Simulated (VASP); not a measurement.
# Co in VASP: further runs, part 2 of 2

VASP 6.6.1.

## (3) Single point, PBE, collinear spin, ferromagnetic start

This run uses another cell than the first one, of 10.89 Å³/atom, 1.002 times its volume.

INCAR reads:

```
SYSTEM = Co
PREC = Accurate
ENCUT = 520
EDIFF = 1E-6
ISMEAR = 0
SIGMA = 0.1
LREAL = .False.
LASPH = .True.
NELM = 150
ALGO = Normal
ISIF = 2
LWAVE = .False.
LCHARG = .False.
ISPIN = 2
MAGMOM = 2 2
LORBIT = 11
LMAXMIX = 4
GGA = PE
NBANDS = 20
```

KPOINTS reads:

```
regular mesh
0
Gamma
  9 9 4
  0 0 0
```

POSCAR reads:

```
Co
1.0
    2.4873648700      0.0000000000      0.0000000000
   -1.2436824400      2.1541211700      0.0000000000
    0.0000000000      0.0000000000      4.0632895000
Co
2
Direct
    0.6666666700      0.3333333300      0.2598610000
    0.3333333300      0.6666666700      0.7401390000
```

Potentials or basis: VASP PAW PBE potentials, release 64 (Co).

Launch:

```bash
> cat potpaw_PBE.64/Co/POTCAR > POTCAR
> mpirun -np 1 vasp_std > vasp.out
```

OUTCAR:

```text
SYSTEM = Co
   PREC = Accurate
   ENCUT = 520
   EDIFF = 1E-6
   ISMEAR = 0
   LREAL = .False.
   LASPH = .True.
   NELM = 150
   ISIF = 2
   ISPIN = 2
   LORBIT = 11
   GGA = PE

 ion  position               nearest neighbor table
   1  0.667  0.333  0.260-   2 2.42   2 2.42   2 2.42   2 2.55   2 2.55   2 2.55
   2  0.333  0.667  0.740-   1 2.42   1 2.42   1 2.42   1 2.55   1 2.55   1 2.55

  LATTYP: Found a hexagonal cell.
 ALAT       =     2.4873648700
 C/A-ratio  =     1.6335719576

  Lattice vectors:

 A1 = (   2.4873648700,   0.0000000000,   0.0000000000)
 A2 = (  -1.2436824400,   2.1541211700,   0.0000000000)
 A3 = (   0.0000000000,   0.0000000000,   4.0632895000)

Analysis of symmetry for initial positions (statically):
=====================================================================
 Subroutine PRICEL returns:
 Original cell was already a primitive cell.

 Routine SETGRP: Setting up the symmetry group for a
 hexagonal supercell.

 Subroutine GETGRP returns: Found 12 space group operations
 (whereof 12 operations were pure point group operations)
 out of a pool of 24 trial point group operations.

The static configuration has the point symmetry D_3d.

Analysis of symmetry for dynamics (positions and initial velocities):
=====================================================================
 Subroutine PRICEL returns:
 Original cell was already a primitive cell.

 Routine SETGRP: Setting up the symmetry group for a
 hexagonal supercell.

 Subroutine GETGRP returns: Found 12 space group operations
 (whereof 12 operations were pure point group operations)
 out of a pool of 24 trial point group operations.

The dynamic configuration has the point symmetry D_3d.

Analysis of structural, dynamic, and magnetic symmetry:
=====================================================================
 Subroutine PRICEL returns:
 Original cell was already a primitive cell.

 Routine SETGRP: Setting up the symmetry group for a
 hexagonal supercell.

 Subroutine GETGRP returns: Found 12 space group operations
 (whereof 12 operations were pure point group operations)
 out of a pool of 24 trial point group operations.

The overall configuration has the point symmetry D_3d.

 Subroutine INISYM returns: Found 12 space group operations
 (whereof 12 operations are pure point group operations),
 and found     1 'primitive' translations

----------------------------------------------------------------------------------------

                                     Primitive cell

  volume of cell :      21.7715

  direct lattice vectors                    reciprocal lattice vectors
     2.487364870  0.000000000  0.000000000     0.402031890  0.232113220  0.000000000
    -1.243682440  2.154121170  0.000000000     0.000000000  0.464226439  0.000000000
     0.000000000  0.000000000  4.063289500     0.000000000  0.000000000  0.246106018

  length of vectors
     2.487364870  2.487364876  4.063289500     0.464226440  0.464226439  0.246106018

  position of ions in fractional coordinates (direct lattice)
     0.666666670  0.333333330  0.259861000
     0.333333330  0.666666670  0.740139000

  ion indices of the primitive-cell ions
   primitive index   ion index
                 1           1
                 2           2

----------------------------------------------------------------------------------------

 KPOINTS: regular mesh

Automatic generation of k-mesh.
[... 58 lines left out ...]
   ISTART =      0    job   : 0-new  1-cont  2-samecut
   ICHARG =      2    charge: 1-file 2-atom 10-const
   ISPIN  =      2    spin polarized calculation?
   LNONCOLLINEAR =      F non collinear calculations
   LSORBIT =      F    spin-orbit coupling
   LASPH  =      T    aspherical Exc in radial PAW
   ENCUT  =  520.0 eV  38.22 Ry    6.18 a.u.   4.62  4.62  7.56*2*pi/ulx,y,z
   NELM   =    150;   NELMIN=  2; NELMDL= -5     # of ELM steps
   EDIFF  = 0.1E-05   stopping-criterion for ELM
   LREAL  =      F    real-space projection
   EDIFFG = 0.1E-04   stopping-criterion for IOM
   NSW    =      0    number of steps for IOM
   IBRION =     -1    ionic relax: 0-MD 1-quasi-New 2-CG
   NFREE  =      0    steps in history (QN), initial steepest desc. (CG)
   ISIF   =      2    stress and relaxation
   ISYM   =      2    0-nonsym 1-usesym 2-fastsym
   POTIM  = 0.5000    time-step for ionic-motion
   TEBEG  =    0.0;   TEEND  =   0.0 temperature during run
   PSTRESS=    0.0 pullay stress
   NELECT =      18.0000    total number of electrons
   NUPDOWN=      -1.0000    fix difference up-down
   EMIN   =  10.00;   EMAX   =-10.00  energy-range for DOS
   EFERMI =   0.00;   METHOD = LEGACY
   ISMEAR =     0;   SIGMA  =   0.10  broadening in eV -4-tet -1-fermi 0-gaus
   EFERMI_NEDOS =   21; number of points for ismear=-14 and -15
   IALGO  =     38    algorithm
   IMIX   =      4    mixing-type and parameters
     AMIX     =   0.40;   BMIX     =  1.00
     AMIX_MAG =   1.60;   BMIX_MAG =  1.00
  volume/ion in A,a.u.               =      10.89        73.46
  Fermi-wavevector in a.u.,A,eV,Ry     =   1.536514  2.903591 32.121660  2.360875
  Thomas-Fermi vector in A             =   2.643152
   LORBIT       =     11    0 simple, 1 ext, 2 COOP (PROOUT), +10 PAW based schemes
   GGA     = PE    functional components
   LHFCALC =     F    Hartree Fock is set to
   AEXX    =    0.0000 exact exchange contribution
   IVDW    =     0    specifies the selected vdW correction
   LEPSILON=     F    determine dielectric tensor
   LRPA    =     F    only Hartree local field effects (RPA)
 spin polarized calculation
 Gauss-broadening in eV      SIGMA  =   0.10
  energy-cutoff  :      520.00
  volume of cell :       21.77
 maximum number of plane-waves:       600
   NGX =  9   NGY =  9   NGZ = 15

 number of electron      17.9999996 magnetization       3.1855359

 Free energy of the ion-electron system (eV)
  ---------------------------------------------------
  ext. energy  EPLUGINS =         0.00000000
  ---------------------------------------------------
  free energy    TOTEN  =       -14.04147437 eV

  energy without entropy =      -14.03179574  energy(sigma->0) =      -14.03663506

 E-fermi :  10.2570     XC(G=0): -13.3801

 val. band max:       10.2460908465   @ k =   0.3333   0.2222   0.5000
 cond. band min:      10.2664676128   @ k =   0.3333   0.0000   0.5000
 fundamental gap:      0.0203767663
 Fermi energy:        10.2570144416

 spin component 1

 k-point     1 :       0.0000    0.0000    0.0000
  band No.  band energies     occupation
      1       1.3172      1.00000
      2       5.0852      1.00000
      3       7.5769      1.00000
      4       7.6324      1.00000
      5       7.6324      1.00000
      6       7.9240      1.00000
[... 541 lines left out ...]
     19      34.8184      0.00000
     20      37.0233      0.00000

 [... further k-points ...]

 spin component 2

 k-point     1 :       0.0000    0.0000    0.0000
  band No.  band energies     occupation
      1       1.3187      1.00000
      2       5.9910      1.00000
      3       9.1379      1.00000
      4       9.2317      1.00000
      5       9.2317      1.00000
      6       9.5452      1.00000
[... 541 lines left out ...]
     19      35.0086      0.00000
     20      37.1718      0.00000

 [... further k-points ...]
[... 5 lines left out ...]
  --------------------------------------------------------------------------------------
  -------------------------------------------------------------------------------------
  Total       -0.1345438     -0.1345438      0.0008998      0.0000000     -0.0000000      0.0000000
  in kB       -9.9011779     -9.9011779      0.0662135      0.0000000     -0.0000000      0.0000000
  external PRESSURE =      -6.5787141 kB  Pullay stress =       0.0000000 kB

 VOLUME and BASIS-vectors are now :
 -----------------------------------------------------------------------------
  energy-cutoff  :      520.00
  volume of cell :       21.77
      direct lattice vectors                 reciprocal lattice vectors
     2.487364870  0.000000000  0.000000000     0.402031890  0.232113220  0.000000000
    -1.243682440  2.154121170  0.000000000     0.000000000  0.464226439  0.000000000
     0.000000000  0.000000000  4.063289500     0.000000000  0.000000000  0.246106018

 POSITION                                       TOTAL-FORCE (eV/Angst)
 -----------------------------------------------------------------------------------
      1.24368      0.71804      1.05589        -0.000000      0.000000     -0.503170
     -0.00000      1.43608      3.00740         0.000000      0.000000      0.503170
 -----------------------------------------------------------------------------------
    total drift:                                0.000000      0.000000     -0.000000

  FREE ENERGIE OF THE ION-ELECTRON SYSTEM (eV)
  ---------------------------------------------------
  free  energy   TOTEN  =       -14.0414743699 eV

  energy  without entropy=      -14.0317957446  energy(sigma->0) =      -14.03663506

 total charge

# of ion       s       p       d       tot
------------------------------------------
    1        0.489   0.519   7.266   8.274
    2        0.489   0.519   7.266   8.274
--------------------------------------------------
tot          0.978   1.037  14.532  16.547

 magnetization (x)

# of ion       s       p       d       tot
------------------------------------------
    1       -0.014  -0.051   1.676   1.611
    2       -0.014  -0.051   1.676   1.611
--------------------------------------------------
tot         -0.028  -0.101   3.352   3.222
```

OSZICAR:

```text
N       E                     dE             d eps       ncg     rms          rms(c)
DAV:   1     0.849116098492E+02    0.84912E+02   -0.79721E+03  3600   0.119E+03
DAV:   2    -0.114859867569E+02   -0.96398E+02   -0.86861E+02  3460   0.216E+02
DAV:   3    -0.160453408502E+02   -0.45594E+01   -0.43388E+01  3944   0.566E+01
DAV:   4    -0.161127078166E+02   -0.67367E-01   -0.67322E-01  4248   0.611E+00
DAV:   5    -0.161147012126E+02   -0.19934E-02   -0.19933E-02  4008   0.101E+00    0.149E+01
DAV:   6    -0.144823454369E+02    0.16324E+01   -0.73160E+00  3856   0.557E+01    0.670E+00
DAV:   7    -0.140769743422E+02    0.40537E+00   -0.11546E+00  4024   0.203E+01    0.374E+00
DAV:   8    -0.140558516676E+02    0.21123E-01   -0.17161E-02  4552   0.142E+00    0.173E+00
DAV:   9    -0.140419169270E+02    0.13935E-01   -0.31926E-03  5456   0.103E+00    0.462E-01
DAV:  10    -0.140415221035E+02    0.39482E-03   -0.60864E-04  4516   0.303E-01    0.136E-01
DAV:  11    -0.140414752334E+02    0.46870E-04   -0.11304E-04  4972   0.150E-01    0.278E-02
DAV:  12    -0.140414746662E+02    0.56726E-06   -0.11071E-05  3692   0.318E-02    0.158E-02
DAV:  13    -0.140414743699E+02    0.29629E-06   -0.97629E-07  2728   0.108E-02
   1 F= -.14041474E+02 E0= -.14036635E+02  d E =-.967863E-02  mag=     3.1858
```

It took 51 s on 1 thread of AMD EPYC 7R43 (Zen 3), shared host; peak memory 0.11 GiB.

Results:

* Free energy: -14.0415 eV
* Pressure: -0.7 GPa
* Largest force: 0.503 eV/Å
* Net moment: 3.19 μB per cell
* Site moments: Co +1.61 μB
* Valence electrons inside the program's atomic spheres: Co 8.27

Forces in eV/Å, atoms in the order of the input:
```
Co   0.000  0.000 -0.503
Co   0.000  0.000  0.503
```

Levels at points of the mesh, in eV from the Fermi level:
Spin up:
| k point | band 7 | band 8 | band 9 | band 10 | band 11 | band 12 | band 13 | band 14 | band 15 | band 16 |
| --- | --- | --- | --- | --- | --- | --- | --- | --- | --- | --- |
| (0.00, 0.00, 0.00) | -2.33 | -1.94 | -1.94 | -0.87 | -0.87 | -0.21 | 6.10 | 22.02 | 24.66 | 24.66 |
| (0.00, 0.00, 0.50) | -2.66 | -2.66 | -1.29 | -1.29 | -1.09 | -1.09 | 14.10 | 15.26 | 22.62 | 22.86 |
Spin down:
| k point | band 5 | band 6 | band 7 | band 8 | band 9 | band 10 |
| --- | --- | --- | --- | --- | --- | --- |
| (0.00, 0.00, 0.00) | -1.03 | -0.71 | -0.71 | -0.22 | -0.13 | -0.13 |
| (0.00, 0.00, 0.50) | -1.08 | -1.08 | -1.07 | -1.07 | 0.60 | 0.60 |

Caveat: the k points lie up to 0.39 Å⁻¹ apart.
